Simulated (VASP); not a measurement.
# MnSb (P6_3/mmc) in VASP: notebook

Runs on MnSb. Level: PBE. Tasks: single point.

Everything below comes from runs of VASP 6.6.1. Logs are shortened: lines on timing, memory, paths and dates and some standing lists are left out, and cuts for length are marked.

**1. The cell of the first run**

Symmetry: P6_3/mmc, No. 194, hexagonal system. The conventional cell has a = 4.130 Å, b = 4.130 Å, c = 5.790 Å, α = 90.00°, β = 90.00°, γ = 120.00°. Within 3.7 Å of Mn (site symmetry -3m) lie 6 Sb at 2.79 Å and 2 Mn at 2.90 Å. Sb (site symmetry -6m2) has 6 Mn at 2.79 Å within 3.7 Å.

**2. Single point, PBE, non-collinear spin, typed start, spin-orbit coupling**

INCAR

```
ALGO     = Normal         # electronic algorithm
EDIFF    = 1E-6           # SCF threshold, eV
ENCUT    = 520            # plane-wave cutoff, eV
GGA      = PE             # functional
GGA_COMPAT= False        
ISIF     = 2              # what is computed and relaxed
ISMEAR   = -1             # smearing method
LASPH    = True           # aspherical terms in the spheres
LCHARG   = False          # write CHGCAR
LMAXMIX  = 4              # l up to which the mixer works
LNONCOLLINEAR= True           # non-collinear magnetism
LORBIT   = 11             # projections on sites
LORBMOM  = True         
LREAL    = False          # projectors in reciprocal space
LSORBIT  = True           # spin-orbit coupling
LUSENCCL = False        
LWAVE    = False          # write WAVECAR
MAGMOM   = 4 0 0 4 0 0 0 0 0 0 0 0 # initial moments
NBANDS   = 50             # bands
NELM     = 150            # most SCF steps
PREC     = Accurate       # precision mode
SIGMA    = 0.1            # smearing width, eV
```

KPOINTS

```
k-points
0
Gamma
  6 6 4
```

POSCAR

```
MnSb
1.0
    4.1300000000      0.0000000000      0.0000000000
   -2.0650000000      3.5766849176      0.0000000000
    0.0000000000      0.0000000000      5.7900000000
Mn Sb
2 2
Direct
    0.0000000000      0.0000000000      0.0000000000
    0.0000000000      0.0000000000      0.5000000000
    0.3333333333      0.6666666667      0.2500000000
    0.6666666667      0.3333333333      0.7500000000
```

Potentials or basis: VASP PAW PBE potentials, release 64 (Mn_pv, Sb).

Launch:

```sh
> cat potpaw_PBE.64/Mn_pv/POTCAR potpaw_PBE.64/Sb/POTCAR > POTCAR
> mpirun -np 1 vasp_ncl > vasp.out
```

OUTCAR:

```text
EDIFF = 1E-6
   ENCUT = 520
   GGA = PE
   ISIF = 2
   ISMEAR = -1
   LASPH = True
   LNONCOLLINEAR = True
   LORBIT = 11
   LREAL = False
   LSORBIT = True
   NELM = 150
   PREC = Accurate

 ion  position               nearest neighbor table
   1  0.000  0.000  0.000-   3 2.79   4 2.79   3 2.79   4 2.79   4 2.79   3 2.79   2 2.90   2 2.90

   2  0.000  0.000  0.500-   3 2.79   4 2.79   3 2.79   4 2.79   4 2.79   3 2.79   1 2.90   1 2.90

   3  0.333  0.667  0.250-   1 2.79   2 2.79   1 2.79   2 2.79   1 2.79   2 2.79   4 3.75   4 3.75
                             4 3.75   4 3.75   4 3.75   4 3.75
   4  0.667  0.333  0.750-   1 2.79   2 2.79   1 2.79   2 2.79   1 2.79   2 2.79   3 3.75   3 3.75
                             3 3.75   3 3.75   3 3.75   3 3.75

  LATTYP: Found a hexagonal cell.
 ALAT       =     4.1300000000
 C/A-ratio  =     1.4019370460

  Lattice vectors:

 A1 = (   4.1300000000,   0.0000000000,   0.0000000000)
 A2 = (  -2.0650000000,   3.5766849176,   0.0000000000)
 A3 = (   0.0000000000,   0.0000000000,   5.7900000000)

Analysis of symmetry for initial positions (statically):
=====================================================================
 Subroutine PRICEL returns:
 Original cell was already a primitive cell.

 Routine SETGRP: Setting up the symmetry group for a
 hexagonal supercell.

 Subroutine GETGRP returns: Found 24 space group operations
 (whereof 12 operations were pure point group operations)
 out of a pool of 24 trial point group operations.

The static configuration has the point symmetry D_3d.
 The point group associated with its full space group is D_6h.

Analysis of symmetry for dynamics (positions and initial velocities):
=====================================================================
 Subroutine PRICEL returns:
 Original cell was already a primitive cell.

 Routine SETGRP: Setting up the symmetry group for a
 hexagonal supercell.

 Subroutine GETGRP returns: Found 24 space group operations
 (whereof 12 operations were pure point group operations)
 out of a pool of 24 trial point group operations.

The dynamic configuration has the point symmetry D_3d.
 The point group associated with its full space group is D_6h.

Analysis of structural, dynamic, and magnetic symmetry:
=====================================================================
 Subroutine PRICEL returns:
 Original cell was already a primitive cell.

 Routine SETGRP: Setting up the symmetry group for a
 hexagonal supercell.

 Subroutine GETGRP returns: Found  4 space group operations
 (whereof  4 operations were pure point group operations)
 out of a pool of 24 trial point group operations.

The overall configuration has the point symmetry C_2h.

 Subroutine INISYM returns: Found  4 space group operations
 (whereof  4 operations are pure point group operations),
 and found     1 'primitive' translations

----------------------------------------------------------------------------------------

                                     Primitive cell

  volume of cell :      85.5282

  direct lattice vectors                    reciprocal lattice vectors
     4.130000000  0.000000000  0.000000000     0.242130751  0.139794254 -0.000000000
    -2.065000000  3.576684918  0.000000000     0.000000000  0.279588508  0.000000000
     0.000000000  0.000000000  5.790000000     0.000000000 -0.000000000  0.172711572

  length of vectors
     4.130000000  4.130000000  5.790000000     0.279588508  0.279588508  0.172711572

  position of ions in fractional coordinates (direct lattice)
     0.000000000  0.000000000  0.000000000
     0.000000000  0.000000000  0.500000000
     0.333333333  0.666666667  0.250000000
     0.666666667  0.333333333  0.750000000

  ion indices of the primitive-cell ions
   primitive index   ion index
                 1           1
                 2           2
                 3           3
                 4           4

[... 115 lines left out ...]
  ext. energy  EPLUGINS =         0.00000000
  ---------------------------------------------------
  free energy    TOTEN  =       -26.51890976 eV

  energy without entropy =      -26.44879514  energy(sigma->0) =      -26.48385245

 E-fermi :   7.7570     XC(G=0): -10.6452

 val. band max:        7.7568521016   @ k =   0.0000   0.0000   0.0000
 cond. band min:       7.7808638268   @ k =   0.3333   0.3333   0.2500
 fundamental gap:      0.0240117253
 Fermi energy:         7.7570420433

 k-point     1 :       0.0000    0.0000    0.0000
  band No.  band energies     occupation
      1     -42.5825      1.00000
      2     -42.5609      1.00000
      3     -42.2897      1.00000
      4     -42.2836      1.00000
      5     -41.6372      1.00000
      6     -41.5890      1.00000
[... 1213 lines left out ...]
     47      10.7162      0.00000
     48      10.8173      0.00000

 [... further k-points ...]

 [bands above 48 left out]

------------------------ aborting loop because EDIFF is reached ----------------------------------------

  FORCE on cell =-STRESS in cart. coord.  units (eV):
  Direction    XX          YY          ZZ          XY          YZ          ZX
  --------------------------------------------------------------------------------------
  -------------------------------------------------------------------------------------
  Total       -1.1965748     -1.1914311     -1.9180152      0.0000000     -0.0000608      0.0000000
  in kB      -22.4151232    -22.3187680    -35.9296792      0.0000000     -0.0011387      0.0000000
  external PRESSURE =     -26.8878568 kB  Pullay stress =       0.0000000 kB

 VOLUME and BASIS-vectors are now :
 -----------------------------------------------------------------------------
  energy-cutoff  :      520.00
  volume of cell :       85.53
      direct lattice vectors                 reciprocal lattice vectors
     4.130000000  0.000000000  0.000000000     0.242130751  0.139794254 -0.000000000
    -2.065000000  3.576684918  0.000000000     0.000000000  0.279588508  0.000000000
     0.000000000  0.000000000  5.790000000     0.000000000 -0.000000000  0.172711572

 POSITION                                       TOTAL-FORCE (eV/Angst)
 -----------------------------------------------------------------------------------
      0.00000      0.00000      0.00000         0.000000      0.000000      0.000000
      0.00000      0.00000      2.89500         0.000000      0.000000      0.000000
     -0.00000      2.38446      1.44750        -0.000000     -0.001694      0.000021
      2.06500      1.19223      4.34250         0.000000      0.001694     -0.000021
 -----------------------------------------------------------------------------------
    total drift:                                0.000000     -0.000000      0.000000

  FREE ENERGIE OF THE ION-ELECTRON SYSTEM (eV)
  ---------------------------------------------------
  free  energy   TOTEN  =       -26.5189097571 eV

  energy  without entropy=      -26.4487951437  energy(sigma->0) =      -26.48385245

 orbital moment (x)

 # of ion     p       d       tot
 ----------------------------------------
  1        -0.001   0.046   0.046
  2        -0.001   0.046   0.046
  3        -0.001  -0.001  -0.001
  4        -0.001  -0.001  -0.001
 ----------------------------------------
           -0.003   0.091   0.089

 orbital moment (y)

 # of ion     p       d       tot
 ----------------------------------------
  1         0.000   0.000   0.000
  2         0.000   0.000   0.000
  3        -0.000   0.000  -0.000
  4        -0.000   0.000  -0.000
 ----------------------------------------
           -0.000   0.000  -0.000

 orbital moment (z)

 # of ion     p       d       tot
 ----------------------------------------
  1         0.000   0.000   0.000
  2         0.000   0.000   0.000
  3         0.000   0.000   0.000
  4         0.000   0.000   0.000
 ----------------------------------------
            0.000   0.000   0.000

 Spin-Orbit-Coupling matrix elements

 Ion:    1  E_soc:     -0.0294072
 l=   1
     0.0000000    -0.0036915    -0.0037014
    -0.0036915     0.0000000    -0.0037089
    -0.0037014    -0.0037089     0.0000000
 l=   2
     0.0000000    -0.0003030     0.0000000    -0.0001542    -0.0011038
    -0.0003030     0.0000000    -0.0004779    -0.0003393    -0.0001542
     0.0000000    -0.0004779     0.0000000    -0.0007664     0.0000000
    -0.0001542    -0.0003393    -0.0007664     0.0000000    -0.0003030
    -0.0011038    -0.0001542     0.0000000    -0.0003030     0.0000000
 l=   3
     0.0000000     0.0000000     0.0000000     0.0000000     0.0000000     0.0000000     0.0000000
     0.0000000     0.0000000     0.0000000     0.0000000     0.0000000     0.0000000     0.0000000
     0.0000000     0.0000000     0.0000000     0.0000000     0.0000000     0.0000000     0.0000000
     0.0000000     0.0000000     0.0000000     0.0000000     0.0000000     0.0000000     0.0000000
[... 49 lines left out ...]
 l=   2
     0.0000000    -0.0000390     0.0000000    -0.0000309    -0.0001711
    -0.0000390     0.0000000    -0.0000985    -0.0000335    -0.0000310
     0.0000000    -0.0000985     0.0000000    -0.0000989     0.0000000
    -0.0000309    -0.0000335    -0.0000989     0.0000000    -0.0000390
    -0.0001711    -0.0000310     0.0000000    -0.0000390     0.0000000
 l=   3
     0.0000000     0.0000000     0.0000000     0.0000000     0.0000000     0.0000000     0.0000000
     0.0000000     0.0000000     0.0000000     0.0000000     0.0000000     0.0000000     0.0000000
     0.0000000     0.0000000     0.0000000     0.0000000     0.0000000     0.0000000     0.0000000
     0.0000000     0.0000000     0.0000000     0.0000000     0.0000000     0.0000000     0.0000000
     0.0000000     0.0000000     0.0000000     0.0000000     0.0000000     0.0000000     0.0000000
     0.0000000     0.0000000     0.0000000     0.0000000     0.0000000     0.0000000     0.0000000
     0.0000000     0.0000000     0.0000000     0.0000000     0.0000000     0.0000000     0.0000000

 total charge

# of ion       s       p       d       tot
------------------------------------------
    1        0.273   6.210   5.040  11.522
    2        0.273   6.210   5.040  11.522
    3        1.141   1.269   0.042   2.452
    4        1.141   1.269   0.042   2.452
--------------------------------------------------
tot          2.829  14.958  10.162  27.949

 magnetization (x)

# of ion       s       p       d       tot
------------------------------------------
    1        0.036   0.026   3.316   3.378
    2        0.036   0.026   3.316   3.378
    3        0.012  -0.144   0.006  -0.127
    4        0.012  -0.144   0.006  -0.127
--------------------------------------------------
tot          0.096  -0.236   6.643   6.503

 magnetization (y)

# of ion       s       p       d       tot
------------------------------------------
    1        0.000   0.000   0.000   0.000
    2        0.000   0.000   0.000   0.000
    3        0.000   0.000   0.000   0.000
    4        0.000  -0.000   0.000  -0.000
--------------------------------------------------
tot          0.000  -0.000   0.000  -0.000

 magnetization (z)

# of ion       s       p       d       tot
------------------------------------------
    1        0.000   0.000   0.000   0.000
    2        0.000   0.000   0.000   0.000
    3        0.000   0.000   0.000   0.000
    4        0.000   0.000   0.000   0.000
--------------------------------------------------
tot          0.000   0.000   0.000   0.000
```

It used 420 s of CPU time on 1 × NVIDIA H100 80GB with 1 thread of AMD EPYC 7R13 Processor (Zen 3), on a shared host.

What came out:

```
Free energy                                           : -26.5189 eV
Pressure                                              : -2.7 GPa
Net moment                                            : 6.67 μB per cell
Valence electrons inside the program's atomic spheres : Mn 11.52; Sb 2.45
```

Moments on the atoms (μB; x, y, z):
```
Mn   3.38  0.00  0.00
Mn   3.38  0.00  0.00
Sb  -0.13  0.00  0.00
Sb  -0.13  0.00  0.00
```

**3. Single point, PBE, non-collinear spin, typed start, spin-orbit coupling**

INCAR

```
SYSTEM = MnSb
PREC = Accurate ; ENCUT = 520
EDIFF = 1E-6 ; ISMEAR = -1
SIGMA = 0.1 ; LREAL = .False.
LASPH = .True. ; NELM = 150
ALGO = Normal ; ISIF = 2
LWAVE = .False. ; LCHARG = .False.
LNONCOLLINEAR = .True. ; MAGMOM = 4 0 0 4 0 0 0 0 0 0 0 0
LORBIT = 11 ; LSORBIT = .True.
GGA_COMPAT = .False. ; LORBMOM = .True.
LMAXMIX = 4 ; GGA = PE
NBANDS = 50 ; LUSENCCL = .False.
```

KPOINTS

```
regular mesh
0
Gamma
  6 6 4
  0 0 0
```

POSCAR is that of step 2.

Potentials or basis: VASP PAW PBE potentials, release 64 (Mn_pv, Sb).

Launch:

```sh
> cat potpaw_PBE.64/Mn_pv/POTCAR potpaw_PBE.64/Sb/POTCAR > POTCAR
> mpirun -np 1 vasp_ncl > vasp.out
```

Wall time 11 min (1 × NVIDIA H100 80GB with 1 thread of AMD EPYC 7R13 (Zen 3), shared host); peak memory 1.6 GiB.

It converged, with:

* Free energy: -26.5189 eV
* Pressure: -2.7 GPa
* Net moment: 6.67 μB per cell
* Valence electrons inside the program's atomic spheres: Mn 11.52; Sb 2.45

Stress tensor (GPa, compression positive):
```
-2.24  0.00  0.00
 0.00 -2.23  0.00
 0.00  0.00 -3.59
```

Moments on the atoms (μB; x, y, z):
```
Mn   3.38  0.00  0.00
Mn   3.38  0.00  0.00
Sb  -0.13  0.00  0.00
Sb  -0.13  0.00  0.00
```

**4. Single point, PBE, non-collinear spin, typed start, spin-orbit coupling**

INCAR

```
SYSTEM = MnSb
  PREC = Accurate
  ENCUT = 520
  EDIFF = 1E-6
  ISMEAR = -1
  SIGMA = 0.1
  LREAL = .False.
  LASPH = .True.
  NELM = 150
  ALGO = Normal
  ISIF = 2
  LWAVE = .False.
  LCHARG = .True.
  LNONCOLLINEAR = .True.
  MAGMOM = 0 0 4 0 0 4 0 0 0 0 0 0
  LORBIT = 11
  LSORBIT = .True.
  GGA_COMPAT = .False.
  LORBMOM = .True.
  LMAXMIX = 4
  GGA = PE
  LVHAR = .True.
  NBANDS = 50
  LUSENCCL = .False.
```

KPOINTS

```
Automatic mesh
0
Gamma
  6 6 4
  0 0 0
```

POSCAR is that of step 3.

Launch:

```sh
> cat potpaw_PBE.64/Mn_pv/POTCAR potpaw_PBE.64/Sb/POTCAR > POTCAR
> mpirun -np 1 vasp_ncl > vasp.out
```

Wall time 3.4 min (1 × NVIDIA H100 80GB with 1 thread of AMD EPYC 7R13 (Zen 3), shared host); peak memory 1.5 GiB.

The run converged. Its results:

```yaml
Free_energy: -26.5184 eV
Pressure: -2.7 GPa
Net_moment: 6.67 μB per cell
Valence_electrons_inside_the_program's_atomic_spheres: Mn 11.52; Sb 2.45
```

Stress tensor (GPa, compression positive):
```
-2.23  0.00  0.00
 0.00 -2.23  0.00
 0.00  0.00 -3.58
```

Moments on the atoms (μB; x, y, z):
```
Mn   0.00  0.00  3.38
Mn   0.00  0.00  3.38
Sb   0.00  0.00 -0.13
Sb   0.00  0.00 -0.13
```
